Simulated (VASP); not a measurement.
Sr: electric field gradients with LDA

Crystal: Sr.

```
CELL_PARAMETERS angstrom
0.00000 3.05246 3.05246
3.05246 0.00000 3.05246
3.05246 3.05246 0.00000
ATOMIC_POSITIONS crystal
Sr 0.00000 0.00000 0.00000
```

This cell differs from its parent crystal: volume scaled by 1.01.

* Program: VASP 6.6.1
* Task: electric field gradients
* Functional: LDA
* Potentials or basis: VASP PAW LDA potentials, release 64 (Sr_sv)
* Cutoff: 520 eV
* k mesh: 10 × 10 × 10
* Occupations: fermi-dirac, width 0.08 eV
* Spin: no spin polarisation
* Dipole correction: no
* Further INCAR settings: ALGO = Normal; EDIFF = 1e-08; NBANDS = 11

```yaml
Pressure: -1.6 GPa
Band_gap_on_the_k_mesh: zero (band 5 reaches 1.37 eV, above the bottom of band 6 at 1.33 eV)
```

Levels at points of the mesh, in eV from the Fermi level:
```csv
k point,band 1,band 2,band 3,band 4,band 5,band 6,band 7,band 8,band 9,band 10
"(0.00, 0.00, 0.00)",-36.53,-18.52,-18.52,-18.52,-3.61,2.20,2.20,2.20,3.60,3.60
"(0.50, 0.00, 0.00)",-36.52,-18.70,-18.54,-18.54,-1.16,0.09,2.06,2.06,4.60,4.60
"(0.50, 0.50, 0.00)",-36.51,-18.69,-18.58,-18.58,-0.63,0.31,1.02,4.60,4.89,4.89
```

Run time: 12 s on 1 thread of Intel(R) Xeon(R) Platinum 8375C CPU @ 2.90GHz (Ice Lake) (shared host), peak memory 0.17 GiB.

Caveat: without QUAD_EFG the Cq values of the log hold for a quadrupole moment of 1 mb, not for the nuclei.
